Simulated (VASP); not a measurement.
# Al (I4/mmm) in VASP: a series of runs

Al is run at these levels: PBEsol; tasks: single point.

Everything below comes from runs of VASP 6.6.1. Logs are shortened: lines on timing, memory, paths and dates and some standing lists are left out, and cuts for length are marked.

### Step 1. The cell of the first run

The structure is tetragonal, space group I4/mmm (No. 139). The conventional cell has a = 3.083 Å, b = 3.083 Å, c = 3.391 Å, α = 90.00°, β = 90.00°, γ = 90.00°. Within 3.6 Å of Al (site symmetry 4/mmm) lie 14 Al at 2.76 to 3.39 Å.

### Step 2. Single point, PBEsol

Contents of INCAR:

```
SYSTEM = Al
ALGO = Fast
EDIFF = 1E-6
ENCUT = 520
GGA = PS
ISIF = 2
ISMEAR = 0
LASPH = .TRUE.
LCHARG = .TRUE.
LELF = .TRUE.
LREAL = .FALSE.
LVHAR = .TRUE.
LWAVE = .FALSE.
NBANDS = 8
NELM = 100
PREC = Accurate
SIGMA = 0.15
```

Contents of KPOINTS:

```
k-points
0
G
  24 24 24
  0 0 0
```

Contents of POSCAR:

```
Al
1.0
   -1.5414601775      1.5414601775      1.6956061952
    1.5414601775     -1.5414601775      1.6956061952
    1.5414601775      1.5414601775     -1.6956061952
Al
1
Direct
    0.0000000000      0.0000000000      0.0000000000
```

Potentials or basis: VASP PAW PBE potentials, release 64 (Al).

Run with:

```sh
cat potpaw_PBE.64/Al/POTCAR > POTCAR
mpirun -np 1 vasp_std > vasp.out
```

OUTCAR:

```text
SYSTEM = Al
   EDIFF = 1E-6
   ENCUT = 520
   GGA = PS
   ISIF = 2
   ISMEAR = 0
   LASPH = .TRUE.
   LREAL = .FALSE.
   NELM = 100
   PREC = Accurate

 ion  position               nearest neighbor table
   1  0.000  0.000  0.000-

  LATTYP: Found a body centered tetragonal cell.
 ALAT       =     3.0829203550
 C/A-ratio  =     1.1000000000

  Lattice vectors:

 A1 = (  -1.5414601775,   1.5414601775,   1.6956061952)
 A2 = (   1.5414601775,  -1.5414601775,   1.6956061952)
 A3 = (   1.5414601775,   1.5414601775,  -1.6956061952)

Analysis of symmetry for initial positions (statically):
=====================================================================
 Subroutine PRICEL returns:
 Original cell was already a primitive cell.

 Routine SETGRP: Setting up the symmetry group for a
 body centered tetragonal supercell.

 Subroutine GETGRP returns: Found 16 space group operations
 (whereof 16 operations were pure point group operations)
 out of a pool of 16 trial point group operations.

The static configuration has the point symmetry D_4h.

Analysis of symmetry for dynamics (positions and initial velocities):
=====================================================================
 Subroutine PRICEL returns:
 Original cell was already a primitive cell.

 Routine SETGRP: Setting up the symmetry group for a
 body centered tetragonal supercell.

 Subroutine GETGRP returns: Found 16 space group operations
 (whereof 16 operations were pure point group operations)
 out of a pool of 16 trial point group operations.

The dynamic configuration has the point symmetry D_4h.

 Subroutine INISYM returns: Found 16 space group operations
 (whereof 16 operations are pure point group operations),
 and found     1 'primitive' translations

----------------------------------------------------------------------------------------

                                     Primitive cell

  volume of cell :      16.1157

  direct lattice vectors                    reciprocal lattice vectors
    -1.541460178  1.541460178  1.695606195     0.000000000  0.324367770  0.294879791
     1.541460178 -1.541460178  1.695606195     0.324367770  0.000000000  0.294879791
     1.541460178  1.541460178 -1.695606195     0.324367770  0.324367770  0.000000000

  length of vectors
     2.761752945  2.761752945  2.761752945     0.438370324  0.438370324  0.458725299

  position of ions in fractional coordinates (direct lattice)
     0.000000000  0.000000000  0.000000000

  ion indices of the primitive-cell ions
   primitive index   ion index
                 1           1

----------------------------------------------------------------------------------------

 KPOINTS: k-points

Automatic generation of k-mesh.
 Grid dimensions read from file:
 generate k-points for:   24   24   24

 Generating k-lattice:

  Cartesian coordinates                     Fractional coordinates (reciprocal lattice)
     0.000000000  0.013515324  0.012286658     0.041666667 -0.000000000  0.000000000
     0.013515324  0.000000000  0.012286658    -0.000000000  0.041666667  0.000000000
     0.013515324  0.013515324  0.000000000     0.000000000  0.000000000  0.041666667

  Length of vectors
     0.018265430  0.018265430  0.019113554

  Shift w.r.t. Gamma in fractional coordinates (k-lattice)
     0.000000000  0.000000000  0.000000000

 Subroutine IBZKPT returns following result:
 ===========================================

 Found   1063 irreducible k-points:

 Following reciprocal coordinates:
            Coordinates               Weight
  0.000000  0.000000  0.000000      1.000000
  0.041667  0.000000  0.000000      8.000000
  0.083333  0.000000 -0.000000      8.000000
  0.125000  0.000000 -0.000000      8.000000
  0.166667 -0.000000  0.000000      8.000000
  0.208333  0.000000  0.000000      8.000000
[... 16 lines left out ...]
  0.416667  0.041667  0.000000     16.000000
  0.458333  0.041667  0.000000     16.000000
 [... further k-points ...]
   k-points           NKPTS =   1063   k-points in BZ     NKDIM =   1063   number of bands    NBANDS=      8
   number of dos      NEDOS =    301   number of ions     NIONS =      1
   total plane-waves  NPLWV =  13824
   dimension x,y,z NGX =    24 NGY =   24 NGZ =   24
   dimension x,y,z NGXF=    48 NGYF=   48 NGZF=   48
   ions per type =               1
   NGX,Y,Z   is equivalent  to a cutoff of  14.45, 14.45, 14.45 a.u.
   NGXF,Y,Z  is equivalent  to a cutoff of  28.89, 28.89, 28.89 a.u.
 SYSTEM =  Al
   PREC   = accura    normal or accurate (medium, high low for compatibility)
   ISTART =      0    job   : 0-new  1-cont  2-samecut
   ICHARG =      2    charge: 1-file 2-atom 10-const
   ISPIN  =      1    spin polarized calculation?
   LNONCOLLINEAR =      F non collinear calculations
   LSORBIT =      F    spin-orbit coupling
   LASPH  =      T    aspherical Exc in radial PAW
   ENCUT  =  520.0 eV  38.22 Ry    6.18 a.u.   5.14  5.14  5.14*2*pi/ulx,y,z
   NELM   =    100;   NELMIN=  2; NELMDL= -5     # of ELM steps
   EDIFF  = 0.1E-05   stopping-criterion for ELM
   LREAL  =      F    real-space projection
   EDIFFG = 0.1E-04   stopping-criterion for IOM
   NSW    =      0    number of steps for IOM
   IBRION =     -1    ionic relax: 0-MD 1-quasi-New 2-CG
   NFREE  =      0    steps in history (QN), initial steepest desc. (CG)
   ISIF   =      2    stress and relaxation
   ISYM   =      2    0-nonsym 1-usesym 2-fastsym
   POTIM  = 0.5000    time-step for ionic-motion
   TEBEG  =    0.0;   TEEND  =   0.0 temperature during run
   PSTRESS=    0.0 pullay stress
   NELECT =       3.0000    total number of electrons
   NUPDOWN=      -1.0000    fix difference up-down
   EMIN   =  10.00;   EMAX   =-10.00  energy-range for DOS
   EFERMI =   0.00;   METHOD = LEGACY
   ISMEAR =     0;   SIGMA  =   0.15  broadening in eV -4-tet -1-fermi 0-gaus
   EFERMI_NEDOS =   21; number of points for ismear=-14 and -15
   IALGO  =     68    algorithm
   IMIX   =      4    mixing-type and parameters
     AMIX     =   0.40;   BMIX     =  1.00
     AMIX_MAG =   1.60;   BMIX_MAG =  1.00
  volume/ion in A,a.u.               =      16.12       108.75
  Fermi-wavevector in a.u.,A,eV,Ry     =   0.934757  1.766435 11.888371  0.873771
  Thomas-Fermi vector in A             =   2.061595
   LORBIT       =      0    0 simple, 1 ext, 2 COOP (PROOUT), +10 PAW based schemes
   GGA     = PS    functional components
   LHFCALC =     F    Hartree Fock is set to
   AEXX    =    0.0000 exact exchange contribution
   IVDW    =     0    specifies the selected vdW correction
   LEPSILON=     F    determine dielectric tensor
   LRPA    =     F    only Hartree local field effects (RPA)
 non-spin polarized calculation
 RMM-DIIS sequential band-by-band and
 Gauss-broadening in eV      SIGMA  =   0.15
  energy-cutoff  :      520.00
  volume of cell :       16.12
 maximum number of plane-waves:       448
 NGX is ok and might be reduce to    24
   NGX = 11   NGY = 11   NGZ = 11

 number of electron       3.0000000 magnetization

 Free energy of the ion-electron system (eV)
  ---------------------------------------------------
  ext. energy  EPLUGINS =         0.00000000
  ---------------------------------------------------
  free energy    TOTEN  =        -4.00662536 eV

  energy without entropy =       -4.00173782  energy(sigma->0) =       -4.00418159

 E-fermi :   8.1836     XC(G=0): -10.3461

 val. band max:        8.1816788342   @ k =   0.5000   0.5000   0.3750
 cond. band min:       8.1898394827   @ k =   0.3750   0.3750  -0.0000
 fundamental gap:      0.0081606486
 Fermi energy:         8.1835548682

 k-point     1 :       0.0000    0.0000    0.0000
  band No.  band energies     occupation
      1      -3.0929      2.00000
      2      20.9951      0.00000
      3      20.9951      0.00000
      4      22.7027      0.00000
      5      23.1493      0.00000
      6      23.2200      0.00000
      7      23.2200      0.00000
      8      23.3803      0.00000

 k-point     2 :       0.0417    0.0000    0.0000
  band No.  band energies     occupation
      1      -3.0436      2.00000
      2      20.3034      0.00000
      3      20.7390      0.00000
      4      22.5675      0.00000
      5      22.7285      0.00000
      6      22.9982      0.00000
      7      23.7473      0.00000
      8      23.7584      0.00000

 k-point     3 :       0.0833    0.0000   -0.0000
  band No.  band energies     occupation
      1      -2.8955      2.00000
      2      18.8427      0.00000
      3      20.1987      0.00000
      4      22.0099      0.00000
      5      22.1142      0.00000
      6      23.3576      0.00000
      7      23.8860      0.00000
      8      24.5834      0.00000

 k-point     4 :       0.1250    0.0000   -0.0000
  band No.  band energies     occupation
      1      -2.6491      2.00000
      2      17.1647      0.00000
      3      19.6090      0.00000
      4      21.3968      0.00000
      5      21.5115      0.00000
      6      23.4216      0.00000
      7      23.9733      0.00000
      8      24.7745      0.00000

 k-point     5 :       0.1667   -0.0000    0.0000
  band No.  band energies     occupation
      1      -2.3049      2.00000
      2      15.4510      0.00000
      3      19.0517      0.00000
      4      20.6682      0.00000
      5      21.0474      0.00000
      6      22.9823      0.00000
      7      24.1549      0.00000
      8      25.0526      0.00000

 k-point     6 :       0.2083    0.0000    0.0000
  band No.  band energies     occupation
      1      -1.8636      2.00000
      2      13.7637      0.00000
      3      18.5545      0.00000
      4      19.9772      0.00000
      5      20.6162      0.00000
      6      22.4232      0.00000
      7      24.3582      0.00000
      8      25.6150      0.00000

 k-point     7 :       0.2500    0.0000   -0.0000
  band No.  band energies     occupation
      1      -1.3262      2.00000
      2      12.1287      0.00000
      3      18.1284      0.00000
      4      19.3474      0.00000
      5      20.2275      0.00000
      6      21.8807      0.00000
      7      24.6241      0.00000
      8      26.3061      0.00000
[... 133 lines left out ...]
 k-point    20 :       0.2917    0.0417    0.0000
  band No.  band energies     occupation
      1      -0.3381      2.00000
      2       9.9071      0.00000
      3      16.6995      0.00000
      4      18.6091      0.00000
      5      19.9557      0.00000
      6      22.0058      0.00000
      7      25.9741      0.00000
      8      26.7518      0.00000

 k-point    21 :       0.3333    0.0417   -0.0000
  band No.  band energies     occupation
      1       0.4298      2.00000
      2       8.4446      0.01383
      3      16.4564      0.00000
      4      18.1804      0.00000
      5      19.7174      0.00000
      6      21.6047      0.00000
      7      26.4305      0.00000
      8      27.6185      0.00000

 k-point    22 :       0.3750    0.0417   -0.0000
  band No.  band energies     occupation
      1       1.2888      2.00000
      2       7.0611      2.00000
      3      16.2964      0.00000
      4      17.8317      0.00000
      5      19.5579      0.00000
      6      21.2684      0.00000
      7      26.9111      0.00000
      8      28.5452      0.00000

 k-point    23 :       0.4167    0.0417    0.0000
  band No.  band energies     occupation
      1       2.2358      2.00000
      2       5.7611      2.00000
      3      16.2206      0.00000
      4      17.5646      0.00000
      5      19.4787      0.00000
      6      21.0057      0.00000
      7      27.2834      0.00000
      8      29.1621      0.00000

 k-point    24 :       0.4583    0.0417    0.0000
  band No.  band energies     occupation
      1       3.2556      2.00000
      2       4.5605      2.00000
      3      16.2297      0.00000
      4      17.3800      0.00000
      5      19.4800      0.00000
      6      20.8219      0.00000
      7      27.1750      0.00000
      8      29.1244      0.00000

 [... further k-points ...]

------------------------ aborting loop because EDIFF is reached ----------------------------------------

  FORCE on cell =-STRESS in cart. coord.  units (eV):
  Direction    XX          YY          ZZ          XY          YZ          ZX
  --------------------------------------------------------------------------------------
  -------------------------------------------------------------------------------------
  Total        0.0621571      0.0621571      0.5128466      0.0000000     -0.0000000      0.0000000
  in kB        6.1794745      6.1794745     50.9857058      0.0000000     -0.0000000      0.0000000
  external PRESSURE =      21.1148849 kB  Pullay stress =       0.0000000 kB

 VOLUME and BASIS-vectors are now :
 -----------------------------------------------------------------------------
  energy-cutoff  :      520.00
  volume of cell :       16.12
      direct lattice vectors                 reciprocal lattice vectors
    -1.541460178  1.541460178  1.695606195     0.000000000  0.324367770  0.294879791
     1.541460178 -1.541460178  1.695606195     0.324367770  0.000000000  0.294879791
     1.541460178  1.541460178 -1.695606195     0.324367770  0.324367770  0.000000000

 POSITION                                       TOTAL-FORCE (eV/Angst)
 -----------------------------------------------------------------------------------
      0.00000      0.00000      0.00000        -0.000000      0.000000     -0.000000
 -----------------------------------------------------------------------------------
    total drift:                                0.000000     -0.000000     -0.000000

  FREE ENERGIE OF THE ION-ELECTRON SYSTEM (eV)
  ---------------------------------------------------
  free  energy   TOTEN  =        -4.0066253630 eV

  energy  without entropy=       -4.0017378208  energy(sigma->0) =       -4.00418159
```

Run time: 2.1 min. Hardware: 1 thread of Intel Xeon 8259CL, shared host; peak memory 0.23 GiB.

Results:

| Property | Result |
| --- | --- |
| Free energy | -4.0066 eV |
| Pressure | 2.1 GPa |
| Band gap on the k mesh | zero (an odd number of electrons rules out a gap without spin polarisation) |

Caveat: the PAW data sets were made with another functional, which shifts forces and pressure a little.

(Part 1 of 2 ends here.)
